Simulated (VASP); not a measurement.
Set up this calculation in VASP 6.6.1, as the native input.

```
Task                   : single point
Functional             : PBE
Potentials or basis    : VASP PAW PBE potentials, release 64 (Zr_sv, Ta_pv)
Cutoff                 : 520 eV
k mesh                 : 4 × 4 × 4
Occupations            : gaussian, width 0.1 eV
Spin                   : no spin polarisation
Dipole correction      : no
Further INCAR settings : ALGO = Fast; EDIFF = 1e-07; NBANDS = 30
```

The structure of ZrTa3 lies in POSCAR:

```
ZrTa3
1.0
    4.0161523607      0.0000000000      0.0000000000
    0.0000000000      4.0161523607      0.0000000000
    0.0000000000      0.0000000000      4.0161523607
Zr Ta
1 3
Direct
    0.0000000000      0.0000000000      0.0000000000
    0.0000000000      0.5000000000      0.5000000000
    0.5000000000      0.0000000000      0.5000000000
    0.5000000000      0.5000000000      0.0000000000
```

These files were run (other wordings do the same):

INCAR

```
ALGO = Fast ; EDIFF = 1E-7
ENCUT = 520 ; GGA = PE
ISIF = 2 ; ISMEAR = 0
LASPH = T ; LCHARG = F
LREAL = F ; LWAVE = F
NBANDS = 30 ; NELM = 60
PREC = Accurate ; SIGMA = 0.1
```

KPOINTS

```
k-points
0
Gamma
  4 4 4
```

Potentials or basis: VASP PAW PBE potentials, release 64 (Zr_sv, Ta_pv).

The run is started by

```sh
$ cat potpaw_PBE.64/Zr_sv/POTCAR potpaw_PBE.64/Ta_pv/POTCAR > POTCAR
$ mpirun -np 1 vasp_std > vasp.out
```

It gave:

```yaml
Pressure: 42.3 GPa
Band_gap_on_the_k_mesh: zero (an odd number of electrons rules out a gap without spin polarisation)
```

Caveat: the k points lie up to 0.39 Å⁻¹ apart, too coarse for converged energies and pressures of a metal; spin-orbit coupling is left out, which moves the levels of the heavy elements.

Wall time 52 s on 1 thread of Intel(R) Xeon(R) Platinum 8259CL CPU @ 2.50GHz (Skylake/Cascade Lake), on a shared host, peak memory 0.17 GiB.
